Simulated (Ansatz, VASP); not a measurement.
## Au: VASP beside Ansatz

```
Au
1.0
     2.88756    0.00000    0.00000
     0.00000    4.08362    0.00000
     0.00000    0.00000   21.77510
Au
5
Direct
  0.00000 0.00000 0.37142
  0.50000 0.50000 0.43035
  0.00000 0.00000 0.50000
  0.50000 0.50000 0.56965
  0.00000 0.00000 0.62858
```

Alike in both runs: task single point; functional PBEsol; k mesh 14 × 10 × 1; occupations fermi-dirac, width 0.08 eV; no spin polarisation.

```csv
,VASP,Ansatz
version,VASP 6.6.1,Ansatz 0.2.0
potentials or method,"VASP PAW PBE potentials, release 64 (Au)","PAW with Ansatz's default frozen-core files, scalar-relativistic"
plane-wave cutoff (eV),520,420
valence electrons in the cell,55,95
```

```csv
,VASP,Ansatz,Ansatz less VASP
rms of the force components (eV/Å),0.004,0.000,-0.0038
```

VASP's potentials were made for PBE, not for PBEsol. Atom by atom the forces differ by 0.004 eV/Å (rms over components). VASP's potentials hold 55 valence electrons a cell and Ansatz's 95, so a difference there can come from the potentials and not from the codes. Ansatz's warnings: xc potential rough in thin density.

Neither program's run includes spin-orbit coupling.
